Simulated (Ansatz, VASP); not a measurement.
# Two plane-wave programs on CuB3

```
Cu B
1.0
     3.12853    0.00000    0.00000
     0.00000    3.12853    0.00000
     0.00000    0.00000    3.12853
Cu B
1 3
Direct
  0.00000 0.00000 0.00000
  0.00000 0.50000 0.50000
  0.50000 0.00000 0.50000
  0.50000 0.50000 0.00000
```

Alike in both runs: functional PBE; k mesh 14 × 14 × 14; occupations gaussian, width 0.1 eV; no spin polarisation.

Ansatz relaxed the structure, and its values are those at the end. VASP's run is a single point on that final structure, the one shown.

|  | VASP | Ansatz |
| --- | --- | --- |
| version | VASP 6.6.1 | Ansatz 0.2.0 |
| potentials or method | VASP PAW PBE potentials, release 64 (Cu, B), cutoff 520 eV | scalar-relativistic, plane waves, PAW |
| valence electrons in the cell | 20 | 28 |

|  | VASP | Ansatz | Ansatz less VASP |
| --- | --- | --- | --- |
| gap on the k mesh at the Fermi level (eV) | none | none | - |
| pressure (GPa) | 0.1 | 0.0 | -0.11 |

A gap of «none» marks a metal or a gap that the smearing closes. VASP's potentials hold 20 valence electrons a cell and Ansatz's 28, so a difference there can come from the potentials and not from the codes.
